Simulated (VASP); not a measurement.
# CaSe (I-4m2) in VASP: further runs

Runs on CaSe. Level: LDA. Tasks: single point.

Program: VASP 6.6.1. These are calculated values, not measurements. Logs are shortened: lines on timing, memory, paths and dates and some standing lists are left out, and cuts for length are marked.

### 1 The cell of the first run

The structure is tetragonal, space group I-4m2 (No. 119). Conventional cell: a = 4.077 Å, b = 4.077 Å, c = 8.648 Å, α = 90.00°, β = 90.00°, γ = 90.00°. Within 3.9 Å of Ca (site symmetry -4m2) lie 4 Se at 2.97 Å. Se (site symmetry -4m2) has 4 Ca at 2.97 Å within 3.9 Å.

### 2 Single point, LDA

The input, INCAR:

```
ALGO = Normal
EDIFF = 1E-6
ENCUT = 520
ISIF = 2
ISMEAR = 0
LASPH = T
LCHARG = T
LELF = T
LREAL = F
LVHAR = T
LWAVE = F
NBANDS = 15
NELM = 100
PREC = Accurate
SIGMA = 0.05
```

The input, KPOINTS:

```
k-points
0
Gamma
  8 8 8
```

The input, POSCAR:

```
CaSe
1.0
    0.0000000000      2.8828155336      4.3242233004
    2.8828155336      0.0000000000      4.3242233004
    2.8828155336      2.8828155336      0.0000000000
Ca Se
1 1
Direct
    0.0000000000      0.0000000000      0.0000000000
    0.7500000000      0.7500000000      0.7500000000
```

Potentials or basis: VASP PAW LDA potentials, release 64 (Ca_sv, Se).

The run is started by

```bash
cat potpaw_LDA.64/Ca_sv/POTCAR potpaw_LDA.64/Se/POTCAR > POTCAR
mpirun -np 1 vasp_std > vasp.out
```

OUTCAR:

```text
EDIFF = 1E-6
   ENCUT = 520
   ISIF = 2
   ISMEAR = 0
   LASPH = T
   LREAL = F
   NELM = 100
   PREC = Accurate

 ion  position               nearest neighbor table
   1  0.000  0.000  0.000-   2 2.97   2 2.97   2 2.97   2 2.97
   2  0.750  0.750  0.750-   1 2.97   1 2.97   1 2.97   1 2.97

  LATTYP: Found a body centered tetragonal cell.
 ALAT       =     4.0769168254
 C/A-ratio  =     2.1213203436

  Lattice vectors:

 A1 = (  -2.8828155336,   0.0000000000,   4.3242233004)
 A2 = (   2.8828155336,   0.0000000000,   4.3242233004)
 A3 = (   0.0000000000,   2.8828155336,  -4.3242233004)

Analysis of symmetry for initial positions (statically):
=====================================================================
 Subroutine PRICEL returns:
 Original cell was already a primitive cell.

 Routine SETGRP: Setting up the symmetry group for a
 body centered tetragonal supercell.

 Subroutine GETGRP returns: Found  8 space group operations
 (whereof  8 operations were pure point group operations)
 out of a pool of 16 trial point group operations.

The static configuration has the point symmetry D_2d.

Analysis of symmetry for dynamics (positions and initial velocities):
=====================================================================
 Subroutine PRICEL returns:
 Original cell was already a primitive cell.

 Routine SETGRP: Setting up the symmetry group for a
 body centered tetragonal supercell.

 Subroutine GETGRP returns: Found  8 space group operations
 (whereof  8 operations were pure point group operations)
 out of a pool of 16 trial point group operations.

The dynamic configuration has the point symmetry D_2d.

 Subroutine INISYM returns: Found  8 space group operations
 (whereof  8 operations are pure point group operations),
 and found     1 'primitive' translations

----------------------------------------------------------------------------------------

                                     Primitive cell

  volume of cell :      71.8740

  direct lattice vectors                    reciprocal lattice vectors
     0.000000000  2.882815534  4.324223300    -0.173441552  0.173441552  0.115627701
     2.882815534  0.000000000  4.324223300     0.173441552 -0.173441552  0.115627701
     2.882815534  2.882815534  0.000000000     0.173441552  0.173441552 -0.115627701

  length of vectors
     5.197069612  5.197069612  4.076916825     0.271170996  0.271170996  0.271170996

  position of ions in fractional coordinates (direct lattice)
     0.000000000  0.000000000  0.000000000
     0.750000000  0.750000000  0.750000000

  ion indices of the primitive-cell ions
   primitive index   ion index
                 1           1
[... 86 lines left out ...]
   EMIN   =  10.00;   EMAX   =-10.00  energy-range for DOS
   EFERMI =   0.00;   METHOD = LEGACY
   ISMEAR =     0;   SIGMA  =   0.05  broadening in eV -4-tet -1-fermi 0-gaus
   EFERMI_NEDOS =   21; number of points for ismear=-14 and -15
   IALGO  =     38    algorithm
   IMIX   =      4    mixing-type and parameters
     AMIX     =   0.40;   BMIX     =  1.00
     AMIX_MAG =   1.60;   BMIX_MAG =  1.00
  volume/ion in A,a.u.               =      35.94       242.51
  Fermi-wavevector in a.u.,A,eV,Ry     =   0.992181  1.874950 13.393889  0.984423
  Thomas-Fermi vector in A             =   2.123975
   LORBIT       =      0    0 simple, 1 ext, 2 COOP (PROOUT), +10 PAW based schemes
   GGA     = CA    functional components
   LHFCALC =     F    Hartree Fock is set to
   AEXX    =    0.0000 exact exchange contribution
   IVDW    =     0    specifies the selected vdW correction
   LEPSILON=     F    determine dielectric tensor
   LRPA    =     F    only Hartree local field effects (RPA)
 non-spin polarized calculation
 Gauss-broadening in eV      SIGMA  =   0.05
  energy-cutoff  :      520.00
  volume of cell :       71.87
 maximum number of plane-waves:      1960
   NGX = 19   NGY = 19   NGZ = 15

 number of electron      16.0000001 magnetization

 Free energy of the ion-electron system (eV)
  ---------------------------------------------------
  ext. energy  EPLUGINS =         0.00000000
  ---------------------------------------------------
  free energy    TOTEN  =        -9.26613760 eV

  energy without entropy =       -9.26613760  energy(sigma->0) =       -9.26613760

 E-fermi :   1.0270     XC(G=0):  -8.0381

 val. band max:        0.6943787200   @ k =  -0.3750   0.2500   0.0000
 cond. band min:       1.5993972584   @ k =   0.0000   0.0000   0.0000
 fundamental gap:      0.9050185384
 Fermi energy:         1.0269669466

 k-point     1 :       0.0000    0.0000    0.0000
  band No.  band energies     occupation
      1     -39.6047      2.00000
      2     -20.9241      2.00000
      3     -20.9241      2.00000
      4     -20.7906      2.00000
      5     -10.6142      2.00000
      6      -0.8130      2.00000
      7       0.3037      2.00000
      8       0.3037      2.00000
      9       1.5994      0.00000
     10       4.2634      0.00000
     11       4.3199      0.00000
     12       5.2356      0.00000
     13       6.4000      0.00000
     14       6.4000      0.00000
[... 401 lines left out ...]
      2     -20.9722      2.00000
      3     -20.9296      2.00000
      4     -20.7895      2.00000
      5     -10.3418      2.00000
      6      -1.3792      2.00000
      7      -0.8285      2.00000
      8       0.3088      2.00000
      9       3.2585      0.00000
     10       4.1329      0.00000
     11       4.5129      0.00000
     12       5.5917      0.00000
     13       5.7469      0.00000
     14       6.1558      0.00000
     15       7.1125      0.00000

 [... further k-points ...]

------------------------ aborting loop because EDIFF is reached ----------------------------------------

  FORCE on cell =-STRESS in cart. coord.  units (eV):
  Direction    XX          YY          ZZ          XY          YZ          ZX
  --------------------------------------------------------------------------------------
  -------------------------------------------------------------------------------------
  Total       -0.3688387     -0.3688387     -5.9886228      0.0000000      0.0000000      0.0000000
  in kB       -8.2219571     -8.2219571   -133.4952231      0.0000000      0.0000000      0.0000000
  external PRESSURE =     -49.9797125 kB  Pullay stress =       0.0000000 kB

 VOLUME and BASIS-vectors are now :
 -----------------------------------------------------------------------------
  energy-cutoff  :      520.00
  volume of cell :       71.87
      direct lattice vectors                 reciprocal lattice vectors
     0.000000000  2.882815534  4.324223300    -0.173441552  0.173441552  0.115627701
     2.882815534  0.000000000  4.324223300     0.173441552 -0.173441552  0.115627701
     2.882815534  2.882815534  0.000000000     0.173441552  0.173441552 -0.115627701

 POSITION                                       TOTAL-FORCE (eV/Angst)
 -----------------------------------------------------------------------------------
      0.00000      0.00000      0.00000         0.000000      0.000000      0.000000
      4.32422      4.32422      6.48633         0.000000      0.000000      0.000000
 -----------------------------------------------------------------------------------
    total drift:                               -0.000001     -0.000001      0.000000

  FREE ENERGIE OF THE ION-ELECTRON SYSTEM (eV)
  ---------------------------------------------------
  free  energy   TOTEN  =        -9.2661375967 eV

  energy  without entropy=       -9.2661375967  energy(sigma->0) =       -9.26613760
```

OSZICAR:

```text
N       E                     dE             d eps       ncg     rms          rms(c)
DAV:   1     0.105693046086E+03    0.10569E+03   -0.70397E+03  1770   0.931E+02
DAV:   2    -0.430554173560E+01   -0.11000E+03   -0.10418E+03  2218   0.228E+02
DAV:   3    -0.956738615332E+01   -0.52618E+01   -0.52159E+01  2540   0.471E+01
DAV:   4    -0.983120786883E+01   -0.26382E+00   -0.26374E+00  2411   0.885E+00
DAV:   5    -0.983362878745E+01   -0.24209E-02   -0.24207E-02  2492   0.956E-01    0.466E+00
DAV:   6    -0.933750387468E+01    0.49612E+00   -0.60167E-01  2085   0.354E+00    0.253E+00
DAV:   7    -0.926980244523E+01    0.67701E-01   -0.17218E-01  2296   0.228E+00    0.103E+00
DAV:   8    -0.926677497245E+01    0.30275E-02   -0.32671E-02  2233   0.125E+00    0.203E-01
DAV:   9    -0.926588662276E+01    0.88835E-03   -0.28827E-03  2246   0.400E-01    0.116E-01
DAV:  10    -0.926615612301E+01   -0.26950E-03   -0.38024E-04  2059   0.123E-01    0.337E-02
DAV:  11    -0.926613732964E+01    0.18793E-04   -0.15793E-04  2323   0.604E-02    0.656E-03
DAV:  12    -0.926613773079E+01   -0.40115E-06   -0.12514E-05  2038   0.243E-02    0.400E-03
DAV:  13    -0.926613759666E+01    0.13413E-06   -0.47668E-07  1690   0.655E-03
   1 F= -.92661376E+01 E0= -.92661376E+01  d E =-.269853E-22
```

Wall time 23 s (1 thread of Intel Xeon 6975P-C (Granite Rapids), shared host); peak memory 0.22 GiB.

Results:

```
Free energy            : -9.2661 eV
Pressure               : -5.0 GPa
Band gap on the k mesh : 0.91 eV (least direct gap 1.30 eV)
```

Caveat: the cell stands under tension. A k mesh can miss the band edges.

### 3 Single point, LDA

This run uses another cell than the first one, of the same volume but with other edges.

The input, INCAR:

```
SYSTEM = CaSe
PREC = Accurate
ENCUT = 520
EDIFF = 1E-7
ISMEAR = 0
SIGMA = 0.05
LREAL = .False.
LASPH = .True.
NELM = 60
ALGO = Normal
ISIF = 2
LWAVE = .False.
LCHARG = .True.
LELF = .True.
LVHAR = .True.
NBANDS = 15
```

The input, KPOINTS:

```
regular mesh
0
Gamma
  8 8 8
  0 0 0
```

The input, POSCAR:

```
CaSe
1.0
    0.0000000000      3.3452110976      3.2114026537
    3.3452110976      0.0000000000      3.2114026537
    3.3452110976      3.3452110976      0.0000000000
Ca Se
1 1
Direct
    0.0000000000      0.0000000000      0.0000000000
    0.7500000000      0.7500000000      0.7500000000
```

Potentials or basis: VASP PAW LDA potentials, release 64 (Ca_sv, Se).

The run is started by

```bash
cat potpaw_LDA.64/Ca_sv/POTCAR potpaw_LDA.64/Se/POTCAR > POTCAR
mpirun -np 1 vasp_std > vasp.out
```

Run time: 24 s. Hardware: 1 thread of Intel Xeon 6975P-C (Granite Rapids), shared host; peak memory 0.21 GiB.

It converged, with:

* Free energy: -9.8124 eV
* Pressure: -2.6 GPa
* Band gap on the k mesh: 2.85 eV (least direct gap 2.95 eV)

Stress tensor (GPa, compression positive):
```
-2.68  0.00  0.00
 0.00 -2.68  0.00
 0.00  0.00 -2.41
```

Levels at points of the mesh, in eV from the valence-band top:
| k point | band 5 | band 6 | band 7 | band 8 | band 9 | band 10 | band 11 | band 12 |
| --- | --- | --- | --- | --- | --- | --- | --- | --- |
| (0.00, 0.00, 0.00) | -10.38 | -0.15 | -0.15 | -0.10 | 2.85 | 5.05 | 5.25 | 7.09 |
| (0.50, 0.00, 0.00) | -10.13 | -1.28 | -0.11 | 0.00 | 4.82 | 5.23 | 5.27 | 5.51 |
| (0.50, 0.50, 0.00) | -10.05 | -1.24 | -0.15 | -0.15 | 3.36 | 4.73 | 5.87 | 5.89 |
| (0.50, 0.00, 0.50) | -10.05 | -1.33 | -0.05 | -0.03 | 3.30 | 4.72 | 5.85 | 5.88 |
